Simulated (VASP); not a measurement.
BN, 2 atoms in the cell. It takes space group F-43m (No. 216, cubic). The conventional cell has a = 3.610 Å, b = 3.610 Å, c = 3.610 Å, α = 90.00°, β = 90.00°, γ = 90.00°. B (site symmetry -43m) has 4 N at 1.56 Å within 2.1 Å. Within 2.1 Å of N (site symmetry -43m) lie 4 B at 1.56 Å. 

```yaml
Program: VASP 6.6.1
Task: single point
Functional: PBE-based global hybrid
Potentials_or_basis: VASP PAW PBE potentials, release 64 (B, N)
Cutoff: 520 eV
k_mesh: 6 × 6 × 6
Occupations: gaussian, width 0.01 eV
Spin: no spin polarisation
Dipole_correction: no
Grid_for_exact_exchange_PRECFOCK: Normal
Share_of_exact_exchange: 0.5
Further_INCAR_settings: ALGO = Normal; EDIFF = 1e-06; NBANDS = 11
```

Potentials or basis: VASP PAW PBE potentials, release 64 (B, N).

The run is started by

```console
$ cat potpaw_PBE.64/B/POTCAR potpaw_PBE.64/N/POTCAR > POTCAR
$ cp INCAR.step1 INCAR
$ mpirun -np 1 vasp_std > vasp.out
$ cp INCAR.step2 INCAR
$ mpirun -np 1 vasp_std > vasp.out
```

Hardware: 1 thread of AMD EPYC 7R43 64-Core Processor (Zen 3), with other jobs on the host.

Q: Estimate the wall time of this run.

A: Run time: 6.5 min on 1 thread of AMD EPYC 7R43 64-Core Processor (Zen 3), with other jobs on the host, peak memory 0.09 GiB. Counts: k points 16.
